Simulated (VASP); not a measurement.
# Sr (P6_3/mmc) in VASP: a series of runs, part 2 of 2

VASP 6.6.1.

## (4) Single point, PBEsol (strain +0.015 along x and y, +0.030 along z)

The input, INCAR:

```
  ALGO = Fast
  EDIFF = 1E-6
  ENCUT = 520
  GGA = PS
  ISIF = 2
  ISMEAR = 0
  LASPH = T
  LCHARG = T
  LELF = T
  LREAL = F
  LVHAR = T
  LWAVE = F
  NBANDS = 17
  NELM = 100
  PREC = Accurate
  SIGMA = 0.15
```

The input, KPOINTS:

```
k-points
0
Gamma
  15 15 8
```

The input, POSCAR:

```
Sr
1.0
    4.3746502240      0.0000000000      0.0000000000
   -2.1873251120      3.7885582266      0.0000000000
    0.0000000000      0.0000000000      7.2615000000
Sr
2
Direct
    0.3333333333      0.6666666667      0.2500000000
    0.6666666667      0.3333333333      0.7500000000
```

Potentials or basis: VASP PAW PBE potentials, release 64 (Sr_sv).

Run with:

```
$ cat potpaw_PBE.64/Sr_sv/POTCAR > POTCAR
$ mpirun -np 1 vasp_std > vasp.out
```

OUTCAR:

```text
EDIFF = 1E-6
   ENCUT = 520
   GGA = PS
   ISIF = 2
   ISMEAR = 0
   LASPH = T
   LREAL = F
   NELM = 100
   PREC = Accurate

 ion  position               nearest neighbor table
   1  0.333  0.667  0.250-   2 4.42   2 4.42   2 4.42   2 4.42   2 4.42   2 4.42
   2  0.667  0.333  0.750-   1 4.42   1 4.42   1 4.42   1 4.42   1 4.42   1 4.42

  LATTYP: Found a hexagonal cell.
 ALAT       =     4.3746502240
 C/A-ratio  =     1.6599041359

  Lattice vectors:

 A1 = (   4.3746502240,   0.0000000000,   0.0000000000)
 A2 = (  -2.1873251120,   3.7885582266,   0.0000000000)
 A3 = (   0.0000000000,   0.0000000000,   7.2615000000)

Analysis of symmetry for initial positions (statically):
=====================================================================
 Subroutine PRICEL returns:
 Original cell was already a primitive cell.

 Routine SETGRP: Setting up the symmetry group for a
 hexagonal supercell.

 Subroutine GETGRP returns: Found 24 space group operations
 (whereof 12 operations were pure point group operations)
 out of a pool of 24 trial point group operations.

The static configuration has the point symmetry D_3d.
 The point group associated with its full space group is D_6h.

Analysis of symmetry for dynamics (positions and initial velocities):
=====================================================================
 Subroutine PRICEL returns:
 Original cell was already a primitive cell.

 Routine SETGRP: Setting up the symmetry group for a
 hexagonal supercell.

 Subroutine GETGRP returns: Found 24 space group operations
 (whereof 12 operations were pure point group operations)
 out of a pool of 24 trial point group operations.

The dynamic configuration has the point symmetry D_3d.
 The point group associated with its full space group is D_6h.

 Subroutine INISYM returns: Found 24 space group operations
 (whereof 12 operations are pure point group operations),
 and found     1 'primitive' translations

----------------------------------------------------------------------------------------

                                     Primitive cell

  volume of cell :     120.3493

  direct lattice vectors                    reciprocal lattice vectors
     4.374650224  0.000000000  0.000000000     0.228589704  0.131976327  0.000000000
    -2.187325112  3.788558227  0.000000000     0.000000000  0.263952654  0.000000000
     0.000000000  0.000000000  7.261500000     0.000000000  0.000000000  0.137712594

  length of vectors
     4.374650224  4.374650224  7.261500000     0.263952654  0.263952654  0.137712594

  position of ions in fractional coordinates (direct lattice)
     0.333333333  0.666666667  0.250000000
     0.666666667  0.333333333  0.750000000

  ion indices of the primitive-cell ions
   primitive index   ion index
                 1           1
                 2           2

----------------------------------------------------------------------------------------

 KPOINTS: k-points

Automatic generation of k-mesh.
 Grid dimensions read from file:
 generate k-points for:   15   15    8

 Generating k-lattice:

  Cartesian coordinates                     Fractional coordinates (reciprocal lattice)
     0.015239314  0.008798422  0.000000000     0.066666667  0.000000000  0.000000000
     0.000000000  0.017596844  0.000000000     0.000000000  0.066666667  0.000000000
     0.000000000  0.000000000  0.017214074     0.000000000  0.000000000  0.125000000

  Length of vectors
     0.017596844  0.017596844  0.017214074

  Shift w.r.t. Gamma in fractional coordinates (k-lattice)
     0.000000000  0.000000000  0.000000000

 Subroutine IBZKPT returns following result:
 ===========================================

 Found    135 irreducible k-points:

 Following reciprocal coordinates:
            Coordinates               Weight
  0.000000  0.000000  0.000000      1.000000
  0.066667  0.000000  0.000000      6.000000
  0.133333  0.000000  0.000000      6.000000
  0.200000  0.000000  0.000000      6.000000
  0.266667  0.000000  0.000000      6.000000
  0.333333  0.000000  0.000000      6.000000
[... 16 lines left out ...]
  0.333333  0.200000  0.000000     12.000000
  0.400000  0.200000  0.000000      6.000000
 [... further k-points ...]
   k-points           NKPTS =    135   k-points in BZ     NKDIM =    135   number of bands    NBANDS=     17
   number of dos      NEDOS =    301   number of ions     NIONS =      2
   total plane-waves  NPLWV =  69984
   dimension x,y,z NGX =    36 NGY =   36 NGZ =   54
   dimension x,y,z NGXF=    72 NGYF=   72 NGZF=  108
   ions per type =               2
   NGX,Y,Z   is equivalent  to a cutoff of  13.68, 13.68, 12.36 a.u.
   NGXF,Y,Z  is equivalent  to a cutoff of  27.36, 27.36, 24.73 a.u.
 SYSTEM =  unknown system
   PREC   = accura    normal or accurate (medium, high low for compatibility)
   ISTART =      0    job   : 0-new  1-cont  2-samecut
   ICHARG =      2    charge: 1-file 2-atom 10-const
   ISPIN  =      1    spin polarized calculation?
   LNONCOLLINEAR =      F non collinear calculations
   LSORBIT =      F    spin-orbit coupling
   LASPH  =      T    aspherical Exc in radial PAW
   ENCUT  =  520.0 eV  38.22 Ry    6.18 a.u.   8.13  8.13 13.50*2*pi/ulx,y,z
   NELM   =    100;   NELMIN=  2; NELMDL= -5     # of ELM steps
   EDIFF  = 0.1E-05   stopping-criterion for ELM
   LREAL  =      F    real-space projection
   EDIFFG = 0.1E-04   stopping-criterion for IOM
   NSW    =      0    number of steps for IOM
   IBRION =     -1    ionic relax: 0-MD 1-quasi-New 2-CG
   NFREE  =      0    steps in history (QN), initial steepest desc. (CG)
   ISIF   =      2    stress and relaxation
   ISYM   =      2    0-nonsym 1-usesym 2-fastsym
   POTIM  = 0.5000    time-step for ionic-motion
   TEBEG  =    0.0;   TEEND  =   0.0 temperature during run
   PSTRESS=    0.0 pullay stress
   NELECT =      20.0000    total number of electrons
   NUPDOWN=      -1.0000    fix difference up-down
   EMIN   =  10.00;   EMAX   =-10.00  energy-range for DOS
   EFERMI =   0.00;   METHOD = LEGACY
   ISMEAR =     0;   SIGMA  =   0.15  broadening in eV -4-tet -1-fermi 0-gaus
   EFERMI_NEDOS =   21; number of points for ismear=-14 and -15
   IALGO  =     68    algorithm
   IMIX   =      4    mixing-type and parameters
     AMIX     =   0.40;   BMIX     =  1.00
     AMIX_MAG =   1.60;   BMIX_MAG =  1.00
  volume/ion in A,a.u.               =      60.17       406.08
  Fermi-wavevector in a.u.,A,eV,Ry     =   0.900058  1.700862 11.022129  0.810104
  Thomas-Fermi vector in A             =   2.022968
   LORBIT       =      0    0 simple, 1 ext, 2 COOP (PROOUT), +10 PAW based schemes
   GGA     = PS    functional components
   LHFCALC =     F    Hartree Fock is set to
   AEXX    =    0.0000 exact exchange contribution
   IVDW    =     0    specifies the selected vdW correction
   LEPSILON=     F    determine dielectric tensor
   LRPA    =     F    only Hartree local field effects (RPA)
 non-spin polarized calculation
 RMM-DIIS sequential band-by-band and
 Gauss-broadening in eV      SIGMA  =   0.15
  energy-cutoff  :      520.00
  volume of cell :      120.35
 maximum number of plane-waves:      3268
 NGX is ok and might be reduce to    36
   NGX = 17   NGY = 17   NGZ = 27

 number of electron      19.9999999 magnetization

 Free energy of the ion-electron system (eV)
  ---------------------------------------------------
  ext. energy  EPLUGINS =         0.00000000
  ---------------------------------------------------
  free energy    TOTEN  =        -3.61205919 eV

  energy without entropy =       -3.58450501  energy(sigma->0) =       -3.59828210

 E-fermi :   1.2172     XC(G=0):  -7.1588

 val. band max:        1.2049554797   @ k =   0.2667   0.0667   0.0000
 cond. band min:       1.2232362042   @ k =   0.3333   0.0000   0.0000
 fundamental gap:      0.0182807245
 Fermi energy:         1.2172256877

 k-point     1 :       0.0000    0.0000    0.0000
  band No.  band energies     occupation
      1     -35.5151      2.00000
      2     -35.5067      2.00000
      3     -17.5627      2.00000
      4     -17.4466      2.00000
      5     -17.4466      2.00000
      6     -17.4284      2.00000
[... 9 lines left out ...]
     16       3.7726      0.00000
     17       4.3037      0.00000
[... 441 lines left out ...]
 k-point    24 :       0.4000    0.2000    0.0000
  band No.  band energies     occupation
      1     -35.5047      2.00000
      2     -35.5030      2.00000
      3     -17.5492      2.00000
      4     -17.5296      2.00000
      5     -17.5022      2.00000
      6     -17.4920      2.00000
[... 9 lines left out ...]
     16       4.5129      0.00000
     17       4.8370      0.00000

 [... further k-points ...]
[... 5 lines left out ...]
  --------------------------------------------------------------------------------------
  -------------------------------------------------------------------------------------
  Total       -0.9649089     -0.9649089     -1.1235902      0.0000000     -0.0000000      0.0000000
  in kB      -12.8455668    -12.8455668    -14.9580466      0.0000000     -0.0000000      0.0000000
  external PRESSURE =     -13.5497267 kB  Pullay stress =       0.0000000 kB

 VOLUME and BASIS-vectors are now :
 -----------------------------------------------------------------------------
  energy-cutoff  :      520.00
  volume of cell :      120.35
      direct lattice vectors                 reciprocal lattice vectors
     4.374650224  0.000000000  0.000000000     0.228589704  0.131976327  0.000000000
    -2.187325112  3.788558227  0.000000000     0.000000000  0.263952654  0.000000000
     0.000000000  0.000000000  7.261500000     0.000000000  0.000000000  0.137712594

 POSITION                                       TOTAL-FORCE (eV/Angst)
 -----------------------------------------------------------------------------------
     -0.00000      2.52571      1.81537         0.000000      0.000000      0.000000
      2.18733      1.26285      5.44613        -0.000000      0.000000      0.000000
 -----------------------------------------------------------------------------------
    total drift:                               -0.000000      0.000000     -0.000000

  FREE ENERGIE OF THE ION-ELECTRON SYSTEM (eV)
  ---------------------------------------------------
  free  energy   TOTEN  =        -3.6120591877 eV

  energy  without entropy=       -3.5845050095  energy(sigma->0) =       -3.59828210
```

stdout:

```text
POSCAR found type information on POSCAR Sr
 POSCAR found :  1 types and       2 ions
 scaLAPACK will be used
 -----------------------------------------------------------------------------
|                                                                             |
|                                                                             |
|     You enforced a specific xc type in the INCAR file but a different       |
|     I HOPE YOU KNOW WHAT YOU ARE DOING!                                     |
|                                                                             |
 -----------------------------------------------------------------------------

 LDA part: xc-table for (Slater+PW92), standard interpolation
 POSCAR, INCAR and KPOINTS ok, starting setup
 FFT: planning ... GRIDC
 FFT: planning ... GRID_SOFT
 FFT: planning ... GRID
 WAVECAR not read
 entering main loop
WARNING in EDDRMM: call to ZHEGV failed, returncode =   6  3      9
WARNING in EDDRMM: call to ZHEGV failed, returncode =   6  3     10
WARNING in EDDRMM: call to ZHEGV failed, returncode =   8  4     15
WARNING in EDDRMM: call to ZHEGV failed, returncode =   8  4     14
WARNING in EDDRMM: call to ZHEGV failed, returncode =   8  4     15
WARNING in EDDRMM: call to ZHEGV failed, returncode =   8  4     13
```

Run time: 6.3 min. Hardware: 1 thread of Oxide Virtual Turin-like, shared host; peak memory 0.37 GiB.

Results:

| Quantity | Value |
| --- | --- |
| Free energy | -3.6121 eV |
| Pressure | -1.4 GPa |
| Band gap on the k mesh | zero (band 10 reaches 1.38 eV, above the bottom of band 11 at 1.12 eV) |

Caveat: the cell differs from its parent crystal (strain +0.015 along x and y, +0.030 along z); the PAW data sets were made with another functional, which shifts forces and pressure a little.

## (5) Single point, PBEsol (strain +0.030 along x and y, +0.015 along z)

The input, INCAR:

```
SYSTEM = Sr
PREC = Accurate
ENCUT = 520
EDIFF = 1E-6
ISMEAR = 0
SIGMA = 0.15
LREAL = .False.
LASPH = .True.
NELM = 100
ALGO = Fast
ISIF = 2
LWAVE = .False.
LCHARG = .False.
GGA = PS
NBANDS = 17
```

The input, KPOINTS:

```
regular mesh
0
Gamma
  15 15 8
  0 0 0
```

The input, POSCAR:

```
Sr
1.0
    4.4393002273      0.0000000000      0.0000000000
   -2.2196501137      3.8445467718      0.0000000000
    0.0000000000      0.0000000000      7.1557500000
Sr
2
Direct
    0.3333333333      0.6666666667      0.2500000000
    0.6666666667      0.3333333333      0.7500000000
```

Potentials or basis: VASP PAW PBE potentials, release 64 (Sr_sv).

Run with:

```
$ cat potpaw_PBE.64/Sr_sv/POTCAR > POTCAR
$ mpirun -np 1 vasp_std > vasp.out
```

OUTCAR:

```text
SYSTEM = Sr
   PREC = Accurate
   ENCUT = 520
   EDIFF = 1E-6
   ISMEAR = 0
   LREAL = .False.
   LASPH = .True.
   NELM = 100
   ISIF = 2
   GGA = PS

 ion  position               nearest neighbor table
   1  0.333  0.667  0.250-   2 4.40   2 4.40   2 4.40   2 4.40   2 4.40   2 4.40
   2  0.667  0.333  0.750-   1 4.40   1 4.40   1 4.40   1 4.40   1 4.40   1 4.40

  LATTYP: Found a hexagonal cell.
 ALAT       =     4.4393002273
 C/A-ratio  =     1.6119094528

  Lattice vectors:

 A1 = (   4.4393002273,   0.0000000000,   0.0000000000)
 A2 = (  -2.2196501137,   3.8445467718,   0.0000000000)
 A3 = (   0.0000000000,   0.0000000000,   7.1557500000)

Analysis of symmetry for initial positions (statically):
=====================================================================
 Subroutine PRICEL returns:
 Original cell was already a primitive cell.

 Routine SETGRP: Setting up the symmetry group for a
 hexagonal supercell.

 Subroutine GETGRP returns: Found 24 space group operations
 (whereof 12 operations were pure point group operations)
 out of a pool of 24 trial point group operations.

[... 160 lines left out ...]
  ext. energy  EPLUGINS =         0.00000000
  ---------------------------------------------------
  free energy    TOTEN  =        -3.59599432 eV

  energy without entropy =       -3.56762918  energy(sigma->0) =       -3.58181175

 E-fermi :   1.1808     XC(G=0):  -7.1151

 val. band max:        1.1731038023   @ k =   0.2000  -0.0000   0.0000
 cond. band min:       1.1831562043   @ k =   0.3333   0.3333   0.3750
 fundamental gap:      0.0100524020
 Fermi energy:         1.1808203463

 k-point     1 :       0.0000    0.0000    0.0000
  band No.  band energies     occupation
      1     -35.5886      2.00000
      2     -35.5797      2.00000
      3     -17.6393      2.00000
      4     -17.5249      2.00000
      5     -17.5249      2.00000
      6     -17.5044      2.00000
[... 457 lines left out ...]
      4     -17.5915      2.00000
      5     -17.5726      2.00000
      6     -17.5699      2.00000
[... 9 lines left out ...]
     16       4.3869      0.00000
     17       4.9018      0.00000

 [... further k-points ...]
[... 5 lines left out ...]
  --------------------------------------------------------------------------------------
  -------------------------------------------------------------------------------------
  Total       -1.1761675     -1.1761675     -0.9808447      0.0000000      0.0000000      0.0000000
  in kB      -15.4299653    -15.4299653    -12.8675545      0.0000000      0.0000000      0.0000000
  external PRESSURE =     -14.5758283 kB  Pullay stress =       0.0000000 kB

 VOLUME and BASIS-vectors are now :
 -----------------------------------------------------------------------------
  energy-cutoff  :      520.00
  volume of cell :      122.13
      direct lattice vectors                 reciprocal lattice vectors
     4.439300227  0.000000000  0.000000000     0.225260728  0.130054342  0.000000000
    -2.219650114  3.844546772  0.000000000     0.000000000  0.260108684  0.000000000
     0.000000000  0.000000000  7.155750000     0.000000000  0.000000000  0.139747755

 POSITION                                       TOTAL-FORCE (eV/Angst)
 -----------------------------------------------------------------------------------
     -0.00000      2.56303      1.78894         0.000000      0.000000      0.000000
      2.21965      1.28152      5.36681        -0.000000      0.000000      0.000000
 -----------------------------------------------------------------------------------
    total drift:                                0.000000     -0.000000      0.000000

  FREE ENERGIE OF THE ION-ELECTRON SYSTEM (eV)
  ---------------------------------------------------
  free  energy   TOTEN  =        -3.5959943236 eV

  energy  without entropy=       -3.5676291797  energy(sigma->0) =       -3.58181175
```

stdout:

```text
POSCAR found type information on POSCAR Sr
 POSCAR found :  1 types and       2 ions
 scaLAPACK will be used
 -----------------------------------------------------------------------------
|                                                                             |
|                                                                             |
|     You enforced a specific xc type in the INCAR file but a different       |
|     I HOPE YOU KNOW WHAT YOU ARE DOING!                                     |
|                                                                             |
 -----------------------------------------------------------------------------

 LDA part: xc-table for (Slater+PW92), standard interpolation
 POSCAR, INCAR and KPOINTS ok, starting setup
 FFT: planning ... GRIDC
 FFT: planning ... GRID_SOFT
 FFT: planning ... GRID
 WAVECAR not read
 entering main loop
WARNING in EDDRMM: call to ZHEGV failed, returncode =   8  4     16
WARNING in EDDRMM: call to ZHEGV failed, returncode =   8  4     14
WARNING in EDDRMM: call to ZHEGV failed, returncode =   8  4     14
```

Run time: 8.5 min. Hardware: 1 thread of Oxide Virtual Turin-like, shared host; peak memory 0.37 GiB.

Results:

```yaml
Free_energy: -3.5960 eV
Pressure: -1.5 GPa
Band_gap_on_the_k_mesh: zero (band 10 reaches 1.35 eV, above the bottom of band 11 at 1.04 eV)
```

Caveat: the cell differs from its parent crystal (strain +0.030 along x and y, +0.015 along z); the PAW data sets were made with another functional, which shifts forces and pressure a little.

## (6) Overview

```tsv
cell	gap on the mesh (eV)	pressure (GPa)
a = 4.439, b = 4.439, c = 6.944 Å, angles 90.0, 90.0, 120.0°, 2 atoms	none	-1.2
a = 4.439, b = 4.439, c = 7.050 Å, angles 90.0, 90.0, 120.0°, 2 atoms	none	-1.3
a = 4.375, b = 4.375, c = 7.261 Å, angles 90.0, 90.0, 120.0°, 2 atoms	none	-1.4
a = 4.439, b = 4.439, c = 7.156 Å, angles 90.0, 90.0, 120.0°, 2 atoms	none	-1.5
```

Alike in all rows: task single point; level PBEsol; potentials or basis VASP PAW PBE potentials, release 64 (Sr_sv); no spin polarisation; k mesh 15 × 15 × 8; cutoff (eV) 520; smearing gaussian 0.15 eV.

Caveats: the PAW data sets were made with another functional, which shifts forces and pressure a little.

Absolute energies hang on the potentials; compare differences alone.
